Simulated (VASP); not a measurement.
Crystal: Ru3N.

```xyz
4
Lattice="3.5546 0.0000 0.0000 0.0000 3.5546 0.0000 0.0000 0.0000 3.5546" Properties=species:S:1:pos:R:3 pbc="T T T"
Ru    0.0000    1.7773    1.7773
Ru    1.7773    0.0000    1.7773
Ru    1.7773    1.7773    0.0000
N     0.0000    0.0000    0.0000
```

```yaml
Program: VASP 6.6.1
Task: relaxation of cell and atoms
Functional: PBE
Potentials_or_basis: VASP PAW PBE potentials, release 64 (Ru_pv, N)
Cutoff: 600 eV
k_mesh: 6 × 6 × 6
Occupations: gaussian, width 0.1 eV
Spin: no spin polarisation
```

At the start: pressure 40.3 GPa; volume 11.23 Å³/atom.

Question: How do energy, volume and symmetry change on relaxing?

Answer: Over 4 steps the energy falls by 162.1 meV/atom and the volume is 12.70 Å³/atom (+13.1 %); space group Pm-3m (No. 221, to 0.05 Å).

The path:
| step | energy change (eV) | largest force (eV/Å) | pressure (GPa) | volume (Å³) |
| --- | --- | --- | --- | --- |
| 1 | 0.0000 | 0.0000 | 40.29 | 44.91 |
| 2 | 1.5027 | 0.0000 | -35.23 | 65.88 |
| 3 | -0.6435 | 0.0000 | -2.73 | 51.26 |
| 4 | -0.6483 | 0.0000 | -0.47 | 50.79 |

Final structure:
```
Ru N
1.0
     3.70329    0.00000    0.00000
     0.00000    3.70329    0.00000
     0.00000    0.00000    3.70329
Ru N
3 1
Cartesian
  0.0000 1.8516 1.8516
  1.8516 0.0000 1.8516
  1.8516 1.8516 0.0000
  0.0000 0.0000 0.0000
```
